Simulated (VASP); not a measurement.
## HfO2: single point with LDA

The system is HfO2.

```
Hf O
1.0
     0.00000   -4.78890    0.00000
     0.00000    0.00000   -3.18582
     9.57780   -4.31001    0.00000
Hf O
4 8
Direct
  0.81892 0.00000 0.20120
  0.36892 0.00000 0.70120
  0.64392 0.50000 0.95120
  0.09392 0.50000 0.45120
  0.47623 0.50000 0.79875
  0.92623 0.50000 0.29875
  0.92683 0.00000 0.85365
  0.37683 0.00000 0.35365
  0.26101 0.00000 0.04875
  0.81101 0.00000 0.54875
  0.71161 0.50000 0.10365
  0.26161 0.50000 0.60365
```

This cell differs from its parent crystal: the part above a cut slid along it.

```json
{
  "Program": "VASP 6.6.1",
  "Task": "single point",
  "Functional": "LDA",
  "Potentials or basis": "VASP PAW LDA potentials, release 64 (Hf_pv, O)",
  "Cutoff": "520 eV",
  "k mesh": "5 × 7 × 3",
  "Occupations": "gaussian, width 0.05 eV",
  "Spin": "no spin polarisation"
}
```

| Quantity | Value |
| --- | --- |
| Pressure | 0.8 GPa |
| Largest force | 8.219 eV/Å |
| Band gap on the k mesh | 3.02 eV |

Forces on the atoms (eV/Å):
```
Hf   0.075 -2.605  0.000
Hf   0.261 -0.556  0.000
Hf  -5.555  6.057  0.000
Hf   0.237  0.075  0.000
O   -0.955  0.807  0.000
O   -0.051  0.403  0.000
O    1.011  0.900  0.000
O   -0.140  0.015  0.000
O   -0.397 -1.592  0.000
O   -0.113 -0.045  0.000
O    5.734 -3.595  0.000
O   -0.107  0.137  0.000
```

Stress tensor (GPa, compression positive):
```
  6.79 -13.73   0.00
-13.73  -1.86   0.00
  0.00   0.00  -2.47
```

Levels at points of the mesh, in eV from the valence-band top:
| k point | band 41 | band 42 | band 43 | band 44 | band 45 | band 46 | band 47 | band 48 |
| --- | --- | --- | --- | --- | --- | --- | --- | --- |
| (0.00, 0.00, 0.00) | -0.82 | -0.60 | -0.53 | 0.00 | 3.02 | 3.64 | 4.05 | 4.19 |

Run time: 4.3 min on 1 thread of Intel(R) Xeon(R) Platinum 8488C (Sapphire Rapids) (shared host), peak memory 0.32 GiB.

Caveat: the cell differs from its parent crystal (the part above a cut slid along it); the stress differs along the axes, from -2 to 7 GPa; spin-orbit coupling is left out, which moves the levels of the heavy elements; forces of over 1 eV/Å act on the atoms, so gaps and moduli don't describe the material at rest. A k mesh can miss the band edges.
